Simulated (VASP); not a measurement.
# W in VASP: further runs

The runs below take W through single point, with LDA, PBEsol.

All numbers are computed with VASP 6.6.1; they aren't measurements. Logs are shortened: lines on timing, memory, paths and dates and some standing lists are left out, and cuts for length are marked.

## (1) The cell of the first run

The cell holds a slab with vacuum, 14 atoms: a = 4.434 Å, b = 4.434 Å, c = 27.765 Å, α = 90.00°, β = 90.00°, γ = 60.00°.

## (2) Single point, LDA

INCAR reads:

```
  PREC = Accurate
  ENCUT = 520
  EDIFF = 1E-7
  ISMEAR = 1
  SIGMA = 0.1
  LREAL = False
  LASPH = True
  NELM = 80
  ALGO = Normal
  ISIF = 2
  LWAVE = False
  LCHARG = False
  LDIPOL = True
  IDIPOL = 3
  DIPOL = 0.5 0.5 0.500
  GGA = CA
  NBANDS = 111
```

KPOINTS reads:

```
regular mesh
0
Gamma
  9 9 1
```

POSCAR reads:

```
W
1.0
    4.4335775511      0.0000000003      0.0000000000
    2.2167887753      3.8395907891      0.0000000000
    0.0000000000      0.0000000000     27.7650029630
W
14
Direct
    0.6666666667      0.6666666667      0.2974038286
    0.0000000000      0.0000000000      0.3228639254
    0.3333333333      0.3333333333      0.3479724478
    0.6666666667      0.6666666667      0.3864526880
    0.0000000000      0.0000000000      0.4171973863
    0.3333333333      0.3333333333      0.4508739178
    0.6666666667      0.6666666667      0.4832750698
    0.0000000000      0.0000000000      0.5167249308
    0.3333333333      0.3333333333      0.5491260835
    0.6666666667      0.6666666667      0.5828026133
    0.0000000000      0.0000000000      0.6135473116
    0.3333333333      0.3333333333      0.6520275511
    0.6666666667      0.6666666667      0.6771360737
    0.0000000000      0.0000000000      0.7025961724
```

Potentials or basis: VASP PAW LDA potentials, release 64 (W_sv).

Started as:

```console
$ cat potpaw_LDA.64/W_sv/POTCAR > POTCAR
$ mpirun -np 1 vasp_std > vasp.out
```

OUTCAR:

```text
PREC = Accurate
   ENCUT = 520
   EDIFF = 1E-7
   ISMEAR = 1
   LREAL = False
   LASPH = True
   NELM = 80
   ISIF = 2
   GGA = CA

 ion  position               nearest neighbor table
   1  0.667  0.667  0.297-   4 2.47   2 2.66   2 2.66   2 2.66   3 2.92   3 2.92   3 2.92
   2  0.000  0.000  0.323-   5 2.62   3 2.65   3 2.65   3 2.65   1 2.66   1 2.66   1 2.66   4 3.11
                             4 3.11   4 3.11
   3  0.333  0.333  0.348-   2 2.65   2 2.65   2 2.65   4 2.77   4 2.77   4 2.77   6 2.86   1 2.92
                             1 2.92   1 2.92   5 3.20   5 3.20   5 3.20
   4  0.667  0.667  0.386-   1 2.47   7 2.69   5 2.70   5 2.70   5 2.70   3 2.77   3 2.77   3 2.77
                             2 3.11   2 3.11   2 3.11   6 3.12   6 3.12   6 3.12
   5  0.000  0.000  0.417-   2 2.62   4 2.70   4 2.70   4 2.70   6 2.73   6 2.73   6 2.73   8 2.76
                             7 3.15   7 3.15   7 3.15   3 3.20   3 3.20   3 3.20
   6  0.333  0.333  0.451-   7 2.71   7 2.71   7 2.71   5 2.73   5 2.73   5 2.73   9 2.73   3 2.86
                             4 3.12   4 3.12   4 3.12   8 3.15   8 3.15   8 3.15
   7  0.667  0.667  0.483-   4 2.69   6 2.71   6 2.71   6 2.71   8 2.72   8 2.72   8 2.72  10 2.76
                             9 3.15   9 3.15   9 3.15   5 3.15   5 3.15   5 3.15
   8  0.000  0.000  0.517-  11 2.69   9 2.71   9 2.71   9 2.71   7 2.72   7 2.72   7 2.72   5 2.76
                             6 3.15   6 3.15   6 3.15  10 3.15  10 3.15  10 3.15
   9  0.333  0.333  0.549-   8 2.71   8 2.71   8 2.71  10 2.73  10 2.73  10 2.73   6 2.73  12 2.86
                            11 3.12  11 3.12  11 3.12   7 3.15   7 3.15   7 3.15
  10  0.667  0.667  0.583-  13 2.62  11 2.70  11 2.70  11 2.70   9 2.73   9 2.73   9 2.73   7 2.76
                             8 3.15   8 3.15   8 3.15  12 3.20  12 3.20  12 3.20
  11  0.000  0.000  0.614-  14 2.47   8 2.69  10 2.70  10 2.70  10 2.70  12 2.77  12 2.77  12 2.77
                            13 3.11  13 3.11  13 3.11   9 3.12   9 3.12   9 3.12
  12  0.333  0.333  0.652-  13 2.65  13 2.65  13 2.65  11 2.77  11 2.77  11 2.77   9 2.86  14 2.92
                            14 2.92  14 2.92  10 3.20  10 3.20  10 3.20
  13  0.667  0.667  0.677-  10 2.62  12 2.65  12 2.65  12 2.65  14 2.66  14 2.66  14 2.66  11 3.11
                            11 3.11  11 3.11
  14  0.000  0.000  0.703-  11 2.47  13 2.66  13 2.66  13 2.66  12 2.92  12 2.92  12 2.92

  LATTYP: Found a hexagonal cell.
 ALAT       =     4.4335775511
 C/A-ratio  =     6.2624376461

  Lattice vectors:

 A1 = (  -2.2167887753,  -3.8395907891,   0.0000000000)
 A2 = (   4.4335775511,   0.0000000003,   0.0000000000)
 A3 = (   0.0000000000,   0.0000000000,  27.7650029630)

Analysis of symmetry for initial positions (statically):
=====================================================================
 Subroutine PRICEL returns:
 Original cell was already a primitive cell.

 Routine SETGRP: Setting up the symmetry group for a
 hexagonal supercell.

 Subroutine GETGRP returns: Found 12 space group operations
 (whereof  6 operations were pure point group operations)
 out of a pool of 24 trial point group operations.

The static configuration has the point symmetry C_3v.
 The point group associated with its full space group is D_3d.

Analysis of symmetry for dynamics (positions and initial velocities):
=====================================================================
 Subroutine PRICEL returns:
 Original cell was already a primitive cell.

 Routine SETGRP: Setting up the symmetry group for a
 hexagonal supercell.

 Subroutine GETGRP returns: Found 12 space group operations
 (whereof  6 operations were pure point group operations)
 out of a pool of 24 trial point group operations.

The dynamic configuration has the point symmetry C_3v.
 The point group associated with its full space group is D_3d.

 Subroutine INISYM returns: Found 12 space group operations
 (whereof  6 operations are pure point group operations),
 and found     1 'primitive' translations

----------------------------------------------------------------------------------------

                                     Primitive cell

  volume of cell :     472.6471

  direct lattice vectors                    reciprocal lattice vectors
     4.433577551  0.000000000  0.000000000     0.225551485 -0.130222210  0.000000000
     2.216788775  3.839590789  0.000000000    -0.000000000  0.260444421  0.000000000
     0.000000000  0.000000000 27.765002963     0.000000000  0.000000000  0.036016564

  length of vectors
     4.433577551  4.433577551 27.765002963     0.260444421  0.260444421  0.036016564

  position of ions in fractional coordinates (direct lattice)
     0.666666667  0.666666667  0.297403829
[... 69 lines left out ...]
 -0.444444  0.222222  0.000000     12.000000
 -0.333333  0.333333  0.000000      2.000000
   k-points           NKPTS =     12   k-points in BZ     NKDIM =     12   number of bands    NBANDS=    111
   number of dos      NEDOS =    301   number of ions     NIONS =     14
   total plane-waves  NPLWV = 272160
   dimension x,y,z NGX =    36 NGY =   36 NGZ =  210
   dimension x,y,z NGXF=    72 NGYF=   72 NGZF=  420
   ions per type =              14
   NGX,Y,Z   is equivalent  to a cutoff of  13.50, 13.50, 12.57 a.u.
   NGXF,Y,Z  is equivalent  to a cutoff of  27.00, 27.00, 25.15 a.u.
 SYSTEM =  unknown system
   PREC   = accura    normal or accurate (medium, high low for compatibility)
   ISTART =      0    job   : 0-new  1-cont  2-samecut
   ICHARG =      2    charge: 1-file 2-atom 10-const
   ISPIN  =      1    spin polarized calculation?
   LNONCOLLINEAR =      F non collinear calculations
   LSORBIT =      F    spin-orbit coupling
   LASPH  =      T    aspherical Exc in radial PAW
   ENCUT  =  520.0 eV  38.22 Ry    6.18 a.u.   8.24  8.24 51.62*2*pi/ulx,y,z
   NELM   =     80;   NELMIN=  2; NELMDL= -5     # of ELM steps
   EDIFF  = 0.1E-06   stopping-criterion for ELM
   LREAL  =      F    real-space projection
   EDIFFG = 0.1E-05   stopping-criterion for IOM
   NSW    =      0    number of steps for IOM
   IBRION =     -1    ionic relax: 0-MD 1-quasi-New 2-CG
   NFREE  =      0    steps in history (QN), initial steepest desc. (CG)
   ISIF   =      2    stress and relaxation
   ISYM   =      2    0-nonsym 1-usesym 2-fastsym
   POTIM  = 0.5000    time-step for ionic-motion
   TEBEG  =    0.0;   TEEND  =   0.0 temperature during run
   PSTRESS=    0.0 pullay stress
   NELECT =     196.0000    total number of electrons
   NUPDOWN=      -1.0000    fix difference up-down
   EMIN   =  10.00;   EMAX   =-10.00  energy-range for DOS
   EFERMI =   0.00;   METHOD = LEGACY
   ISMEAR =     1;   SIGMA  =   0.10  broadening in eV -4-tet -1-fermi 0-gaus
   EFERMI_NEDOS =   21; number of points for ismear=-14 and -15
   IALGO  =     38    algorithm
   IMIX   =      4    mixing-type and parameters
     AMIX     =   0.40;   BMIX     =  1.00
     AMIX_MAG =   1.60;   BMIX_MAG =  1.00
  volume/ion in A,a.u.               =      33.76       227.83
  Fermi-wavevector in a.u.,A,eV,Ry     =   1.220809  2.306995 20.277791  1.490376
  Thomas-Fermi vector in A             =   2.356014
   LORBIT       =      0    0 simple, 1 ext, 2 COOP (PROOUT), +10 PAW based schemes
   GGA     = CA    functional components
   LHFCALC =     F    Hartree Fock is set to
   AEXX    =    0.0000 exact exchange contribution
   IVDW    =     0    specifies the selected vdW correction
   LEPSILON=     F    determine dielectric tensor
   LRPA    =     F    only Hartree local field effects (RPA)
 non-spin polarized calculation
 Methfessel and Paxton  Order N= 1 SIGMA  =   0.10
  energy-cutoff  :      520.00
  volume of cell :      472.65
 maximum number of plane-waves:     12757
 NGX is ok and might be reduce to    36
   NGX = 17   NGY = 17   NGZ =103

 dipolmoment           0.000000      0.000000     -0.000000 electrons x Angstroem

 number of electron     196.0000027 magnetization

 dipolmoment           0.000000      0.000000      0.000002 electrons x Angstroem

 Free energy of the ion-electron system (eV)
  ---------------------------------------------------
  ext. energy  EPLUGINS =         0.00000000
  ---------------------------------------------------
  free energy    TOTEN  =      -188.96872498 eV

  energy without entropy =     -188.97414767  energy(sigma->0) =     -188.97053254

 E-fermi :   2.9279     XC(G=0):  -7.2113

 val. band max:        2.9152314022   @ k =   0.0000   0.0000   0.0000
 cond. band min:       2.9547197987   @ k =   0.4444   0.0000   0.0000
 fundamental gap:      0.0394883965
 Fermi energy:         2.9278775144

 k-point     1 :       0.0000    0.0000    0.0000
  band No.  band energies     occupation
      1     -70.6812      2.00000
      2     -70.6474      2.00000
      3     -70.6221      2.00000
      4     -70.5973      2.00000
      5     -70.5631      2.00000
      6     -70.5391      2.00000
[... 1345 lines left out ...]
    109       4.3670     -0.00000
    110       4.3671     -0.00000
 [bands above 110 left out]

------------------------ aborting loop because EDIFF is reached ----------------------------------------

 vacuum level on the upper side and lower side of the slab       (xc-potential included)        -0.106        -0.106

  FORCE on cell =-STRESS in cart. coord.  units (eV):
  Direction    XX          YY          ZZ          XY          YZ          ZX
  --------------------------------------------------------------------------------------
  -------------------------------------------------------------------------------------
  Total       -3.4264845     -3.4264845      2.5719829     -0.0000000      0.0000000      0.0000000
  in kB      -11.6150848    -11.6150848      8.7184983     -0.0000000      0.0000000      0.0000000
  external PRESSURE =      -4.8372238 kB  Pullay stress =       0.0000000 kB

 VOLUME and BASIS-vectors are now :
 -----------------------------------------------------------------------------
  energy-cutoff  :      520.00
  volume of cell :      472.65
      direct lattice vectors                 reciprocal lattice vectors
     4.433577551  0.000000000  0.000000000     0.225551485 -0.130222210  0.000000000
     2.216788775  3.839590789  0.000000000    -0.000000000  0.260444421  0.000000000
     0.000000000  0.000000000 27.765002963     0.000000000  0.000000000  0.036016564

 POSITION                                       TOTAL-FORCE (eV/Angst)
 -----------------------------------------------------------------------------------
      4.43358      2.55973      8.25742        -0.000000     -0.000000     -0.197634
      0.00000      0.00000      8.96432         0.000000      0.000000     -0.088479
      2.21679      1.27986      9.66146        -0.000000      0.000000      0.006889
      4.43358      2.55973     10.72986        -0.000000      0.000000      0.038748
      0.00000      0.00000     11.58349         0.000000      0.000000      0.021329
      2.21679      1.27986     12.51852         0.000000     -0.000000     -0.020721
      4.43358      2.55973     13.41813        -0.000000     -0.000000      0.018845
      0.00000      0.00000     14.34687         0.000000      0.000000     -0.018845
      2.21679      1.27986     15.24649         0.000000      0.000000      0.020721
      4.43358      2.55973     16.18152        -0.000000     -0.000000     -0.021329
      0.00000      0.00000     17.03514         0.000000     -0.000000     -0.038748
      2.21679      1.27986     18.10355         0.000000     -0.000000     -0.006889
      4.43358      2.55973     18.80069        -0.000000      0.000000      0.088479
      0.00000      0.00000     19.50758         0.000000      0.000000      0.197634
 -----------------------------------------------------------------------------------
    total drift:                               -0.000000     -0.000000      0.000506

  FREE ENERGIE OF THE ION-ELECTRON SYSTEM (eV)
  ---------------------------------------------------
  free  energy   TOTEN  =      -188.9687249773 eV

  energy  without entropy=     -188.9741476659  energy(sigma->0) =     -188.97053254

 vacuum level on the upper side and lower side of the slab         7.254         7.254
```

It took 25 min on 1 thread of Intel Xeon Platinum 8488C (Sapphire Rapids), shared host; peak memory 0.69 GiB.

Results:

```
Free energy            : -188.9687 eV
Largest force          : 0.198 eV/Å
Band gap on the k mesh : zero (bands 98 and 99 overlap by 0.42 eV)
```

Forces in eV/Å, atoms in the order of the input:
```
W    0.000  0.000 -0.198
W    0.000  0.000 -0.088
W    0.000  0.000  0.007
W    0.000  0.000  0.039
W    0.000  0.000  0.021
W    0.000  0.000 -0.021
W    0.000  0.000  0.019
W    0.000  0.000 -0.019
W    0.000  0.000  0.021
W    0.000  0.000 -0.021
W    0.000  0.000 -0.039
W    0.000  0.000 -0.007
W    0.000  0.000  0.088
W    0.000  0.000  0.198
```

Caveat: spin-orbit coupling is left out, which moves the levels of the heavy elements.

[end of part 1 of 2]
